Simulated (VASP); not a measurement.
# Ca12Bi4PN3 (a cell with a defect) in VASP: single point with PBE

Aim: the single point of Ca12Bi4PN3 (a cell with a defect) with PBE.

Everything below comes from runs of VASP 6.6.1. Logs are shortened: lines on timing, memory, paths and dates and some standing lists are left out, and cuts for length are marked.

## 1. The cell of the first run

The cell holds a defect, 20 atoms: a = 8.467 Å, b = 8.467 Å, c = 8.467 Å, α = 109.47°, β = 109.47°, γ = 109.47°.

## 2. Single point, PBE

The input, INCAR:

```
PREC = Accurate ; ENCUT = 520
EDIFF = 1E-6 ; ISMEAR = -1
SIGMA = 0.01 ; LREAL = Auto
LASPH = T ; NELM = 100
ALGO = Normal ; ISIF = 2
LWAVE = F ; LCHARG = F
GGA = PE ; NBANDS = 116
```

The input, KPOINTS:

```
regular mesh
0
Gamma
  3 3 3
```

The input, POSCAR:

```
Ca12Bi4PN3
1.0
   -4.8884000000      4.8884000000      4.8884000000
    4.8884000000     -4.8884000000      4.8884000000
    4.8884000000      4.8884000000     -4.8884000000
Ca Bi P N
12 4 1 3
Direct
    0.5000000000      0.2337832890      0.2337832890
    0.0000000000      0.7500000000      0.2500000000
    0.0000000000      0.2500000000      0.7500000000
    0.5000000000      0.7662167110      0.7662167110
    0.2337832890      0.5000000000      0.2337832890
    0.7500000000      0.0000000000      0.2500000000
    0.7662167110      0.5000000000      0.7662167110
    0.2500000000      0.0000000000      0.7500000000
    0.2337832890      0.2337832890      0.5000000000
    0.7662167110      0.7662167110      0.5000000000
    0.7500000000      0.2500000000      0.0000000000
    0.2500000000      0.7500000000      0.0000000000
    0.0000000000      0.0000000000      0.0000000000
    0.5000000000      0.5000000000      0.0000000000
    0.5000000000      0.0000000000      0.5000000000
    0.0000000000      0.5000000000      0.5000000000
    0.5000000000      0.5000000000      0.5000000000
    0.0000000000      0.0000000000      0.5000000000
    0.0000000000      0.5000000000      0.0000000000
    0.5000000000      0.0000000000      0.0000000000
```

Potentials or basis: VASP PAW PBE potentials, release 64 (Ca_sv, Bi_d, P, N).

Command:

```bash
$ cat potpaw_PBE.64/Ca_sv/POTCAR potpaw_PBE.64/Bi_d/POTCAR potpaw_PBE.64/P/POTCAR potpaw_PBE.64/N/POTCAR > POTCAR
$ mpirun -np 1 vasp_std > vasp.out
```

OUTCAR:

```text
PREC = Accurate
   ENCUT = 520
   EDIFF = 1E-6
   ISMEAR = -1
   LREAL = Auto
   LASPH = T
   NELM = 100
   ISIF = 2
   GGA = PE

 ion  position               nearest neighbor table
   1  0.500  0.234  0.234-  20 2.29  17 2.60  16 3.46  14 3.46  15 3.46  13 3.46
   2  0.000  0.750  0.250-  18 2.44  19 2.44  16 3.46  13 3.46  15 3.46  14 3.46
   3  0.000  0.250  0.750-  18 2.44  19 2.44  16 3.46  13 3.46  14 3.46  15 3.46
   4  0.500  0.766  0.766-  20 2.29  17 2.60  15 3.46  13 3.46  14 3.46  16 3.46
   5  0.234  0.500  0.234-  19 2.29  17 2.60  16 3.46  14 3.46  15 3.46  13 3.46
   6  0.750  0.000  0.250-  18 2.44  20 2.44  16 3.46  13 3.46  15 3.46  14 3.46
   7  0.766  0.500  0.766-  19 2.29  17 2.60  16 3.46  13 3.46  14 3.46  15 3.46
   8  0.250  0.000  0.750-  18 2.44  20 2.44  15 3.46  13 3.46  14 3.46  16 3.46
   9  0.234  0.234  0.500-  18 2.29  17 2.60  16 3.46  14 3.46  15 3.46  13 3.46
  10  0.766  0.766  0.500-  18 2.29  17 2.60  16 3.46  13 3.46  15 3.46  14 3.46
  11  0.750  0.250  0.000-  19 2.44  20 2.44  16 3.46  13 3.46  14 3.46  15 3.46
  12  0.250  0.750  0.000-  19 2.44  20 2.44  15 3.46  13 3.46  14 3.46  16 3.46
  13  0.000  0.000  0.000-   2 3.46   3 3.46   6 3.46   8 3.46  11 3.46  12 3.46   9 3.46   1 3.46
                             5 3.46  10 3.46   7 3.46   4 3.46
  14  0.500  0.500  0.000-   2 3.46   6 3.46  11 3.46  12 3.46   8 3.46   3 3.46  10 3.46   4 3.46
                             5 3.46   9 3.46   1 3.46   7 3.46
  15  0.500  0.000  0.500-   3 3.46   6 3.46   8 3.46  11 3.46  12 3.46   2 3.46   9 3.46  10 3.46
                             1 3.46   7 3.46   5 3.46   4 3.46
  16  0.000  0.500  0.500-   2 3.46   3 3.46   8 3.46  12 3.46  11 3.46   6 3.46   9 3.46  10 3.46
                             5 3.46   7 3.46   4 3.46   1 3.46
  17  0.500  0.500  0.500-   1 2.60   4 2.60   5 2.60   7 2.60   9 2.60  10 2.60
  18  0.000  0.000  0.500-   9 2.29  10 2.29   6 2.44   8 2.44   2 2.44   3 2.44
  19  0.000  0.500  0.000-   5 2.29   7 2.29   2 2.44   3 2.44  11 2.44  12 2.44
  20  0.500  0.000  0.000-   1 2.29   4 2.29   6 2.44   8 2.44  11 2.44  12 2.44

  LATTYP: Found a body centered cubic cell.
 ALAT       =     9.7768000000

  Lattice vectors:

 A1 = (  -4.8884000000,   4.8884000000,   4.8884000000)
 A2 = (   4.8884000000,  -4.8884000000,   4.8884000000)
 A3 = (   4.8884000000,   4.8884000000,  -4.8884000000)

Analysis of symmetry for initial positions (statically):
=====================================================================
 Subroutine PRICEL returns:
 Original cell was already a primitive cell.

 Routine SETGRP: Setting up the symmetry group for a
 body centered cubic supercell.

 Subroutine GETGRP returns: Found 48 space group operations
 (whereof 12 operations were pure point group operations)
 out of a pool of 48 trial point group operations.

The static configuration has the point symmetry D_3d.
 The point group associated with its full space group is O_h .

Analysis of symmetry for dynamics (positions and initial velocities):
=====================================================================
 Subroutine PRICEL returns:
 Original cell was already a primitive cell.

 Routine SETGRP: Setting up the symmetry group for a
 body centered cubic supercell.

 Subroutine GETGRP returns: Found 48 space group operations
 (whereof 12 operations were pure point group operations)
 out of a pool of 48 trial point group operations.

The dynamic configuration has the point symmetry D_3d.
 The point group associated with its full space group is O_h .

 Subroutine INISYM returns: Found 48 space group operations
 (whereof 12 operations are pure point group operations),
 and found     1 'primitive' translations

----------------------------------------------------------------------------------------

                                     Primitive cell

  volume of cell :     467.2617

  direct lattice vectors                    reciprocal lattice vectors
    -4.888400000  4.888400000  4.888400000     0.000000000  0.102282956  0.102282956
     4.888400000 -4.888400000  4.888400000     0.102282956  0.000000000  0.102282956
     4.888400000  4.888400000 -4.888400000     0.102282956  0.102282956  0.000000000

  length of vectors
     8.466957168  8.466957168  8.466957168     0.144649943  0.144649943  0.144649943

  position of ions in fractional coordinates (direct lattice)
     0.500000000  0.233783289  0.233783289
     0.000000000  0.750000000  0.250000000
     0.000000000  0.250000000  0.750000000
     0.500000000  0.766216711  0.766216711
     0.233783289  0.500000000  0.233783289
     0.750000000  0.000000000  0.250000000
[... 12 lines left out ...]
     0.000000000  0.500000000  0.000000000
     0.500000000  0.000000000  0.000000000

  ion indices of the primitive-cell ions
   primitive index   ion index
                 1           1
                 2           2
                 3           3
                 4           4
                 5           5
                 6           6
[... 12 lines left out ...]
                19          19
                20          20

----------------------------------------------------------------------------------------

 KPOINTS: regular mesh

Automatic generation of k-mesh.
 Grid dimensions read from file:
 generate k-points for:    3    3    3

 Generating k-lattice:

  Cartesian coordinates                     Fractional coordinates (reciprocal lattice)
     0.000000000  0.034094319  0.034094319     0.333333333  0.000000000  0.000000000
     0.034094319  0.000000000  0.034094319     0.000000000  0.333333333  0.000000000
     0.034094319  0.034094319  0.000000000     0.000000000  0.000000000  0.333333333

  Length of vectors
     0.048216648  0.048216648  0.048216648

  Shift w.r.t. Gamma in fractional coordinates (k-lattice)
     0.000000000  0.000000000  0.000000000

 Subroutine IBZKPT returns following result:
 ===========================================

 Found      4 irreducible k-points:

 Following reciprocal coordinates:
            Coordinates               Weight
  0.000000  0.000000  0.000000      1.000000
  0.333333  0.000000  0.000000     12.000000
  0.333333  0.333333  0.000000      8.000000
 -0.333333  0.333333  0.333333      6.000000
   k-points           NKPTS =      4   k-points in BZ     NKDIM =      4   number of bands    NBANDS=    116
   number of dos      NEDOS =    301   number of ions     NIONS =     20
   total plane-waves  NPLWV = 262144
   dimension x,y,z NGX =    64 NGY =   64 NGZ =   64
   dimension x,y,z NGXF=   128 NGYF=  128 NGZF=  128
   ions per type =              12   4   1   3
   NGX,Y,Z   is equivalent  to a cutoff of  12.57, 12.57, 12.57 a.u.
   NGXF,Y,Z  is equivalent  to a cutoff of  25.13, 25.13, 25.13 a.u.
 SYSTEM =  unknown system
   PREC   = accura    normal or accurate (medium, high low for compatibility)
   ISTART =      0    job   : 0-new  1-cont  2-samecut
   ICHARG =      2    charge: 1-file 2-atom 10-const
   ISPIN  =      1    spin polarized calculation?
   LNONCOLLINEAR =      F non collinear calculations
   LSORBIT =      F    spin-orbit coupling
   LASPH  =      T    aspherical Exc in radial PAW
   ENCUT  =  520.0 eV  38.22 Ry    6.18 a.u.  15.74 15.74 15.74*2*pi/ulx,y,z
   NELM   =    100;   NELMIN=  2; NELMDL= -5     # of ELM steps
   EDIFF  = 0.1E-05   stopping-criterion for ELM
   LREAL  =      T    real-space projection
   EDIFFG = 0.1E-04   stopping-criterion for IOM
   NSW    =      0    number of steps for IOM
   IBRION =     -1    ionic relax: 0-MD 1-quasi-New 2-CG
   NFREE  =      0    steps in history (QN), initial steepest desc. (CG)
   ISIF   =      2    stress and relaxation
   ISYM   =      2    0-nonsym 1-usesym 2-fastsym
   POTIM  = 0.5000    time-step for ionic-motion
   TEBEG  =    0.0;   TEEND  =   0.0 temperature during run
   PSTRESS=    0.0 pullay stress
   NELECT =     200.0000    total number of electrons
   NUPDOWN=      -1.0000    fix difference up-down
   EMIN   =  10.00;   EMAX   =-10.00  energy-range for DOS
   EFERMI =   0.00;   METHOD = LEGACY
   ISMEAR =    -1;   SIGMA  =   0.01  broadening in eV -4-tet -1-fermi 0-gaus
   EFERMI_NEDOS =   21; number of points for ismear=-14 and -15
   IALGO  =     38    algorithm
   IMIX   =      4    mixing-type and parameters
     AMIX     =   0.40;   BMIX     =  1.00
     AMIX_MAG =   1.60;   BMIX_MAG =  1.00
  volume/ion in A,a.u.               =      23.36       157.66
  Fermi-wavevector in a.u.,A,eV,Ry     =   1.233762  2.331472 20.710366  1.522169
  Thomas-Fermi vector in A             =   2.368479
   LORBIT       =      0    0 simple, 1 ext, 2 COOP (PROOUT), +10 PAW based schemes
   GGA     = PE    functional components
   LHFCALC =     F    Hartree Fock is set to
   AEXX    =    0.0000 exact exchange contribution
   IVDW    =     0    specifies the selected vdW correction
   LEPSILON=     F    determine dielectric tensor
   LRPA    =     F    only Hartree local field effects (RPA)
 non-spin polarized calculation
  energy-cutoff  :      520.00
  volume of cell :      467.26
 maximum number of plane-waves:     12623
   NGX = 31   NGY = 31   NGZ = 31

 number of electron     200.0000002 magnetization

 Free energy of the ion-electron system (eV)
  ---------------------------------------------------
  ext. energy  EPLUGINS =         0.00000000
  ---------------------------------------------------
  free energy    TOTEN  =       -88.52012279 eV

  energy without entropy =      -88.52012019  energy(sigma->0) =      -88.52012149

 E-fermi :   5.2621     XC(G=0):  -9.7116

 val. band max:        5.1640677081   @ k =   0.0000   0.0000   0.0000
 cond. band min:       5.3561556096   @ k =   0.0000   0.0000   0.0000
 fundamental gap:      0.1920879015
 Fermi energy:         5.2621390837

 k-point     1 :       0.0000    0.0000    0.0000
  band No.  band energies     occupation
      1     -35.7250      2.00000
      2     -35.6975      2.00000
      3     -35.6975      2.00000
      4     -35.6975      2.00000
      5     -35.6864      2.00000
      6     -35.6864      2.00000
[... 104 lines left out ...]
    111       7.3713      0.00000
    112       7.6003      0.00000
[... 343 lines left out ...]
    111       7.3657      0.00000
    112       7.3657      0.00000
 [bands above 112 left out]

------------------------ aborting loop because EDIFF is reached ----------------------------------------

  FORCE on cell =-STRESS in cart. coord.  units (eV):
  Direction    XX          YY          ZZ          XY          YZ          ZX
  --------------------------------------------------------------------------------------
  -------------------------------------------------------------------------------------
  Total       15.8662443     15.8662443     15.8662443      0.0000000     -0.0000000     -0.0000000
  in kB       54.4032096     54.4032096     54.4032096      0.0000000     -0.0000000     -0.0000000
  external PRESSURE =      54.4032096 kB  Pullay stress =       0.0000000 kB

 VOLUME and BASIS-vectors are now :
 -----------------------------------------------------------------------------
  energy-cutoff  :      520.00
  volume of cell :      467.26
      direct lattice vectors                 reciprocal lattice vectors
    -4.888400000  4.888400000  4.888400000     0.000000000  0.102282956  0.102282956
     4.888400000 -4.888400000  4.888400000     0.102282956  0.000000000  0.102282956
     4.888400000  4.888400000 -4.888400000     0.102282956  0.102282956  0.000000000

 POSITION                                       TOTAL-FORCE (eV/Angst)
 -----------------------------------------------------------------------------------
     -0.15855      2.44420      2.44420         0.026572      0.000000      0.000000
      4.88840     -2.44420      2.44420         0.000000      0.000000      0.000000
      4.88840      2.44420     -2.44420         0.000000      0.000000      0.000000
      5.04695      2.44420      2.44420        -0.026572      0.000000      0.000000
      2.44420     -0.15855      2.44420         0.000000      0.026572      0.000000
     -2.44420      4.88840      2.44420         0.000000      0.000000      0.000000
[... 12 lines left out ...]
      2.44420     -2.44420      2.44420         0.000000      0.000000      0.000000
     -2.44420      2.44420      2.44420         0.000000      0.000000      0.000000
 -----------------------------------------------------------------------------------
    total drift:                               -0.000000     -0.000000      0.000000

  FREE ENERGIE OF THE ION-ELECTRON SYSTEM (eV)
  ---------------------------------------------------
  free  energy   TOTEN  =       -88.5201227853 eV

  energy  without entropy=      -88.5201201906  energy(sigma->0) =      -88.52012149
```

It took 14 min on 1 thread of AMD EPYC 7R13 (Zen 3), shared host; peak memory 0.62 GiB.

Results:

| Quantity | Value |
| --- | --- |
| Free energy | -88.5201 eV |
| Pressure | 5.4 GPa |
| Largest force | 0.027 eV/Å |
| Band gap on the k mesh | 0.19 eV |

Forces on the atoms (eV/Å):
```
Ca   0.027  0.000  0.000
Ca   0.000  0.000  0.000
Ca   0.000  0.000  0.000
Ca  -0.027  0.000  0.000
Ca   0.000  0.027  0.000
Ca   0.000  0.000  0.000
Ca   0.000 -0.027  0.000
Ca   0.000  0.000  0.000
Ca   0.000  0.000  0.027
Ca   0.000  0.000 -0.027
Ca   0.000  0.000  0.000
Ca   0.000  0.000  0.000
Bi   0.000  0.000  0.000
Bi   0.000  0.000  0.000
Bi   0.000  0.000  0.000
Bi   0.000  0.000  0.000
P    0.000  0.000  0.000
N    0.000  0.000  0.000
N    0.000  0.000  0.000
N    0.000  0.000  0.000
```

Levels at points of the mesh, in eV from the valence-band top:
```
           k point  band 98  band 99  band 100  band 101  band 102  band 103
(0.00, 0.00, 0.00)     0.00     0.00      0.00      0.19      0.19      0.78
```

Caveat: spin-orbit coupling is left out, which moves the levels of the heavy elements.
